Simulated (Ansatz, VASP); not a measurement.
## MgCd2Se3 in VASP and in Ansatz

```
CELL_PARAMETERS angstrom
-2.06651 2.06651 8.76746
2.06651 -2.06651 8.76746
2.06651 2.06651 -8.76746
ATOMIC_POSITIONS crystal
Mg 0.50000 0.50000 0.00000
Cd 0.83333 0.83333 0.00000
Cd 0.16667 0.16667 0.00000
Se 0.00000 0.00000 0.00000
Se 0.66667 0.66667 0.00000
Se 0.33333 0.33333 0.00000
```

Alike in both runs: task relaxation of cell and atoms; functional PBE; k mesh 6 × 6 × 6; occupations gaussian, width 0.1 eV; no spin polarisation.

```csv
,VASP,Ansatz
version,VASP 6.6.1,Ansatz 0.2.0
potentials or method,"VASP PAW PBE potentials, release 64 (Mg, Cd, Se), cutoff 600 eV","scalar-relativistic, plane waves, PAW"
valence electrons in the cell,44,98
```

```csv
,VASP,Ansatz,Ansatz less VASP
"gap on the k mesh at the Fermi level, each at its own relaxed structure (eV)",none,none,-
relaxed volume (Å³/atom),22.86,22.83,-0.029
relaxed cell length with the largest relative difference (Å),8.985,8.977,-0.0082
```

A gap of «none» marks a metal or a gap that the smearing closes. VASP's potentials hold 44 valence electrons a cell and Ansatz's 98, so a difference there can come from the potentials and not from the codes.
